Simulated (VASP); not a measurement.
# Ag (Fm-3m) in VASP: settings compared

Aim: see how the results for Ag move with the level of theory and the settings. Levels: BLYP, PBEsol+D4. Tasks: relaxation of cell and atoms, single point.

All numbers are computed with VASP 6.6.1; they aren't measurements. Logs are shortened: lines on timing, memory, paths and dates and some standing lists are left out, and cuts for length are marked.

**1. The cell of the first run**

The structure is cubic, space group Fm-3m (No. 225). Conventional cell: a = 4.085 Å, b = 4.085 Å, c = 4.085 Å, α = 90.00°, β = 90.00°, γ = 90.00°. Ag (site symmetry m-3m) has 12 Ag at 2.89 Å within 3.8 Å.

**2. Relaxation of cell and atoms, BLYP**

Contents of INCAR:

```
PREC = Accurate
ENCUT = 600
EDIFF = 1E-7
ISMEAR = -1
SIGMA = 0.05
LREAL = F
LASPH = T
NELM = 80
ALGO = Normal
ISIF = 3
LWAVE = F
LCHARG = F
GGA = B5
ALDAX = 1.0
AGGAX = 1.0
AGGAC = 1.0
ALDAC = 0.0
IBRION = 2
NSW = 80
EDIFFG = -0.005
```

Contents of KPOINTS:

```
regular mesh
0
Gamma
  11 11 11
```

Contents of POSCAR:

```
Ag
1.0
    0.0000000000      2.0427500000      2.0427500000
    2.0427500000      0.0000000000      2.0427500000
    2.0427500000      2.0427500000      0.0000000000
Ag
1
Direct
    0.0000000000      0.0000000000      0.0000000000
```

Potentials or basis: VASP PAW PBE potentials, release 64 (Ag).

Launch:

```
$ cat potpaw_PBE.64/Ag/POTCAR > POTCAR
$ mpirun -np 1 vasp_std > vasp.out
```

OUTCAR:

```text
PREC = Accurate
   ENCUT = 600
   EDIFF = 1E-7
   ISMEAR = -1
   LREAL = F
   LASPH = T
   NELM = 80
   ISIF = 3
   GGA = B5
   IBRION = 2
   NSW = 80
   EDIFFG = -0.005

 ion  position               nearest neighbor table
   1  0.000  0.000  0.000-

  LATTYP: Found a face centered cubic cell.
 ALAT       =     4.0855000000

  Lattice vectors:

 A1 = (   0.0000000000,   2.0427500000,   2.0427500000)
 A2 = (   2.0427500000,   0.0000000000,   2.0427500000)
 A3 = (   2.0427500000,   2.0427500000,   0.0000000000)

Analysis of symmetry for initial positions (statically):
=====================================================================
 Subroutine PRICEL returns:
 Original cell was already a primitive cell.

 Routine SETGRP: Setting up the symmetry group for a
 face centered cubic supercell.

 Subroutine GETGRP returns: Found 48 space group operations
 (whereof 48 operations were pure point group operations)
 out of a pool of 48 trial point group operations.

The static configuration has the point symmetry O_h .

Analysis of symmetry for dynamics (positions and initial velocities):
=====================================================================
 Subroutine PRICEL returns:
 Original cell was already a primitive cell.

 Routine SETGRP: Setting up the symmetry group for a
 face centered cubic supercell.

 Subroutine GETGRP returns: Found 48 space group operations
 (whereof 48 operations were pure point group operations)
 out of a pool of 48 trial point group operations.

The dynamic configuration has the point symmetry O_h .

 Subroutine INISYM returns: Found 48 space group operations
 (whereof 48 operations are pure point group operations),
 and found     1 'primitive' translations

----------------------------------------------------------------------------------------

                                     Primitive cell

  volume of cell :      17.0481

  direct lattice vectors                    reciprocal lattice vectors
     0.000000000  2.042750000  2.042750000    -0.244768082  0.244768082  0.244768082
     2.042750000  0.000000000  2.042750000     0.244768082 -0.244768082  0.244768082
     2.042750000  2.042750000  0.000000000     0.244768082  0.244768082 -0.244768082

  length of vectors
     2.888884755  2.888884755  2.888884755     0.423950755  0.423950755  0.423950755

  position of ions in fractional coordinates (direct lattice)
     0.000000000  0.000000000  0.000000000

  ion indices of the primitive-cell ions
   primitive index   ion index
                 1           1

----------------------------------------------------------------------------------------

 KPOINTS: regular mesh

Automatic generation of k-mesh.
 Grid dimensions read from file:
 generate k-points for:   11   11   11

 Generating k-lattice:

  Cartesian coordinates                     Fractional coordinates (reciprocal lattice)
    -0.022251644  0.022251644  0.022251644     0.090909091  0.000000000  0.000000000
     0.022251644 -0.022251644  0.022251644     0.000000000  0.090909091  0.000000000
     0.022251644  0.022251644 -0.022251644     0.000000000  0.000000000  0.090909091

  Length of vectors
     0.038540978  0.038540978  0.038540978

  Shift w.r.t. Gamma in fractional coordinates (k-lattice)
     0.000000000  0.000000000  0.000000000

 Subroutine IBZKPT returns following result:
 ===========================================

 Found     56 irreducible k-points:

 Following reciprocal coordinates:
            Coordinates               Weight
  0.000000  0.000000  0.000000      1.000000
  0.090909  0.000000  0.000000      8.000000
  0.181818  0.000000  0.000000      8.000000
  0.272727  0.000000  0.000000      8.000000
  0.363636  0.000000  0.000000      8.000000
  0.454545  0.000000  0.000000      8.000000
[... 16 lines left out ...]
 -0.272727  0.181818  0.000000     24.000000
 -0.181818  0.181818  0.000000     12.000000
 [... further k-points ...]
   k-points           NKPTS =     56   k-points in BZ     NKDIM =     56   number of bands    NBANDS=      9
   number of dos      NEDOS =    301   number of ions     NIONS =      1
   total plane-waves  NPLWV =  13824
   dimension x,y,z NGX =    24 NGY =   24 NGZ =   24
   dimension x,y,z NGXF=    48 NGYF=   48 NGZF=   48
   ions per type =               1
   NGX,Y,Z   is equivalent  to a cutoff of  13.81, 13.81, 13.81 a.u.
   NGXF,Y,Z  is equivalent  to a cutoff of  27.62, 27.62, 27.62 a.u.
 SYSTEM =  unknown system
   PREC   = accura    normal or accurate (medium, high low for compatibility)
   ISTART =      0    job   : 0-new  1-cont  2-samecut
   ICHARG =      2    charge: 1-file 2-atom 10-const
   ISPIN  =      1    spin polarized calculation?
   LNONCOLLINEAR =      F non collinear calculations
   LSORBIT =      F    spin-orbit coupling
   LASPH  =      T    aspherical Exc in radial PAW
   ENCUT  =  600.0 eV  44.10 Ry    6.64 a.u.   5.77  5.77  5.77*2*pi/ulx,y,z
   NELM   =     80;   NELMIN=  2; NELMDL= -5     # of ELM steps
   EDIFF  = 0.1E-06   stopping-criterion for ELM
   LREAL  =      F    real-space projection
   EDIFFG = -.5E-02   stopping-criterion for IOM
   NSW    =     80    number of steps for IOM
   IBRION =      2    ionic relax: 0-MD 1-quasi-New 2-CG
   NFREE  =      1    steps in history (QN), initial steepest desc. (CG)
   ISIF   =      3    stress and relaxation
   ISYM   =      2    0-nonsym 1-usesym 2-fastsym
   POTIM  = 0.5000    time-step for ionic-motion
   TEBEG  =    0.0;   TEEND  =   0.0 temperature during run
   PSTRESS=    0.0 pullay stress
   NELECT =      11.0000    total number of electrons
   NUPDOWN=      -1.0000    fix difference up-down
   EMIN   =  10.00;   EMAX   =-10.00  energy-range for DOS
   EFERMI =   0.00;   METHOD = LEGACY
   ISMEAR =    -1;   SIGMA  =   0.05  broadening in eV -4-tet -1-fermi 0-gaus
   EFERMI_NEDOS =   21; number of points for ismear=-14 and -15
   IALGO  =     38    algorithm
   IMIX   =      4    mixing-type and parameters
     AMIX     =   0.40;   BMIX     =  1.00
     AMIX_MAG =   1.60;   BMIX_MAG =  1.00
  volume/ion in A,a.u.               =      17.05       115.05
  Fermi-wavevector in a.u.,A,eV,Ry     =   1.414644  2.673290 27.228221  2.001218
  Thomas-Fermi vector in A             =   2.536165
   LORBIT       =      0    0 simple, 1 ext, 2 COOP (PROOUT), +10 PAW based schemes
   GGA     = B5    functional components
   LHFCALC =     F    Hartree Fock is set to
   AEXX    =    0.0000 exact exchange contribution
   IVDW    =     0    specifies the selected vdW correction
   LEPSILON=     F    determine dielectric tensor
   LRPA    =     F    only Hartree local field effects (RPA)
 conjugate gradient relaxation of ions
 non-spin polarized calculation
  energy-cutoff  :      600.00
  volume of cell :       17.05
 maximum number of plane-waves:       578
   NGX = 11   NGY = 11   NGZ = 11

--------------------------------------- Ionic step        1  -------------------------------------------

 number of electron      10.9999999 magnetization

 Free energy of the ion-electron system (eV)
  ---------------------------------------------------
  ext. energy  EPLUGINS =         0.00000000
  ---------------------------------------------------
  free energy    TOTEN  =        -2.01906265 eV

  energy without entropy =       -2.01547012  energy(sigma->0) =       -2.01726639

------------------------ aborting loop because EDIFF is reached ----------------------------------------

  FORCE on cell =-STRESS in cart. coord.  units (eV):
  Direction    XX          YY          ZZ          XY          YZ          ZX
  --------------------------------------------------------------------------------------
  -------------------------------------------------------------------------------------
  Total        1.2894838      1.2894838      1.2894838      0.0000000     -0.0000000      0.0000000
  in kB      121.1855474    121.1855474    121.1855474      0.0000000     -0.0000000      0.0000000
  external PRESSURE =     121.1855474 kB  Pullay stress =       0.0000000 kB
[... 125 lines left out ...]
  energy  without entropy=       -2.0903190918  energy(sigma->0) =       -2.09211241

--------------------------------------- Ionic step        5  -------------------------------------------

 number of electron      11.0000000 magnetization

 Free energy of the ion-electron system (eV)
  ---------------------------------------------------
  ext. energy  EPLUGINS =         0.00000000
  ---------------------------------------------------
  free energy    TOTEN  =        -2.09391676 eV

  energy without entropy =       -2.09032154  energy(sigma->0) =       -2.09211915

 E-fermi :   7.6288     XC(G=0): -10.9241

 val. band max:        7.5533904106   @ k =  -0.2727   0.2727   0.0000
 cond. band min:       7.7010567723   @ k =   0.4545   0.3636   0.0000
 fundamental gap:      0.1476663616
 Fermi energy:         7.6287958194

 k-point     1 :       0.0000    0.0000    0.0000
  band No.  band energies     occupation
      1       0.4679      2.00000
      2       2.8302      2.00000
      3       2.8302      2.00000
      4       2.8302      2.00000
      5       3.6546      2.00000
      6       3.6546      2.00000
      7      23.3011      0.00000
      8      25.8675      0.00000
      9      25.8675      0.00000
[... 265 lines left out ...]
 k-point    24 :      -0.1818    0.1818    0.0000
  band No.  band energies     occupation
      1       2.2307      2.00000
      2       2.5374      2.00000
      3       3.0569      2.00000
      4       3.3294      2.00000
      5       3.3564      2.00000
      6       4.7088      2.00000
      7      18.3522      0.00000
      8      18.7408      0.00000
      9      25.2201      0.00000

 [... further k-points ...]
[... 5 lines left out ...]
  --------------------------------------------------------------------------------------
  -------------------------------------------------------------------------------------
  Total       -0.0006884     -0.0006884     -0.0006884      0.0000000      0.0000000     -0.0000000
  in kB       -0.0571168     -0.0571168     -0.0571168      0.0000000      0.0000000     -0.0000000
  external PRESSURE =      -0.0571168 kB  Pullay stress =       0.0000000 kB
[... 16 lines left out ...]
  FREE ENERGIE OF THE ION-ELECTRON SYSTEM (eV)
  ---------------------------------------------------
  free  energy   TOTEN  =        -2.0939167634 eV

  energy  without entropy=       -2.0903215431  energy(sigma->0) =       -2.09211915

 reached required accuracy - stopping structural energy minimisation
```

Wall time 36 s (1 thread of Intel Xeon 6975P-C, shared host); peak memory 0.15 GiB.

Results:

```yaml
Free_energy: -2.0939 eV
Relaxed_volume: 19.31 Å³/atom
Relaxed_cell: a = 3.011 Å, b = 3.011 Å, c = 3.011 Å, α = 60.00°, β = 60.00°, γ = 60.00°
Space_group_after_relaxing_to_0.05_Å: Fm-3m (No. 225)
Energy_gained_by_relaxing: 74.9 meV/atom
Ionic_steps: 5
Pressure_after_relaxing: 0.0 GPa
```

Step by step:
```csv
step,energy change (eV),largest force (eV/Å),pressure (GPa),volume (Å³)
1,0.0000,0.0000,12.12,17.05
2,-0.0627,0.0000,-3.29,20.43
3,-0.0749,0.0000,0.05,19.30
4,-0.0748,0.0000,-0.11,19.35
5,-0.0749,0.0000,-0.01,19.31
```

Final structure:
```
Ag
1.0
     0.00000    2.12941    2.12941
     2.12941    0.00000    2.12941
     2.12941    2.12941    0.00000
Ag
1
Direct
  0.00000 0.00000 0.00000
```

Caveat: the PAW data sets were made with another functional, which shifts forces and pressure a little; the volume moved by +13 % from the deposited cell, more than functionals usually miss.

**3. Single point, PBEsol+D4, non-collinear spin, zero start, spin-orbit coupling**

This run uses another cell than the first one, of 16.03 Å³/atom, 0.940 times its volume.

Contents of INCAR:

```
ALGO = Normal
EDIFF = 1E-6
ENCUT = 520
GGA = PS
GGA_COMPAT = F
ISIF = 2
ISMEAR = 1
IVDW = 13
LASPH = T
LCHARG = F
LMAXMIX = 4
LORBIT = 11
LORBMOM = T
LREAL = F
LSORBIT = T
LWAVE = F
MAGMOM = 0 0 0
NBANDS = 22
NELM = 150
PREC = Accurate
SIGMA = 0.1
```

Contents of KPOINTS:

```
k-points
0
Gamma
  8 8 8
```

Contents of POSCAR:

```
Ag
1.0
    0.0000000000      2.0010495236      2.0010495236
    2.0010495236      0.0000000000      2.0010495236
    2.0010495236      2.0010495236      0.0000000000
Ag
1
Direct
    0.0000000000      0.0000000000      0.0000000000
```

Potentials or basis: VASP PAW PBE potentials, release 64 (Ag).

Launch:

```
$ cat potpaw_PBE.64/Ag/POTCAR > POTCAR
$ mpirun -np 1 vasp_ncl > vasp.out
```

Wall time 17 s (1 thread of Intel Xeon 6975P-C, shared host); peak memory 0.2 GiB.

Results (log left out):

```yaml
Free_energy: -3.6433 eV
Pressure: 2.2 GPa
Net_moment: 0.00 μB per cell
Valence_electrons_inside_the_program's_atomic_spheres: Ag 9.94
Dispersion_energy_per_atom: -0.351 eV
```

Moments on the atoms (μB; x, y, z):
```
Ag  0.00 0.00 0.00
```

Caveat: the PAW data sets were made with another functional, which shifts forces and pressure a little.

**4. Single point, PBEsol+D4, non-collinear spin, zero start, spin-orbit coupling**

Contents of INCAR:

```
SYSTEM = Ag
PREC = Accurate
ENCUT = 520
EDIFF = 1E-6
ISMEAR = 1
SIGMA = 0.1
LREAL = .FALSE.
LASPH = .TRUE.
NELM = 150
ALGO = Fast
ISIF = 2
LWAVE = .FALSE.
LCHARG = .FALSE.
LNONCOLLINEAR = .TRUE.
MAGMOM = 0 0 0
LORBIT = 11
LSORBIT = .TRUE.
GGA_COMPAT = .FALSE.
LORBMOM = .TRUE.
LMAXMIX = 4
GGA = PS
IVDW = 13
NBANDS = 22
```

Contents of KPOINTS:

```
regular mesh
0
G
  8 8 8
  0 0 0
```

Contents of POSCAR:

```
Ag
1.0
    0.0000000000      2.0427500000      2.0427500000
    2.0427500000      0.0000000000      2.0427500000
    2.0427500000      2.0427500000      0.0000000000
Ag
1
Direct
    0.0000000000      0.0000000000      0.0000000000
```

Launch:

```
$ cat potpaw_PBE.64/Ag/POTCAR > POTCAR
$ mpirun -np 1 vasp_ncl > vasp.out
```

It took 22 s on 1 thread of Intel Xeon 6975P-C, shared host; peak memory 0.2 GiB.

It converged, with:

```
Free energy                                           : -3.6328 eV
Pressure                                              : -5.2 GPa
Net moment                                            : 0.00 μB per cell
Valence electrons inside the program's atomic spheres : Ag 9.87
Dispersion energy per atom                            : -0.331 eV
```

Moments on the atoms (μB; x, y, z):
```
Ag  0.00 0.00 0.00
```

Caveat: the PAW data sets were made with another functional, which shifts forces and pressure a little.

(Part 1 of 3 ends here.)
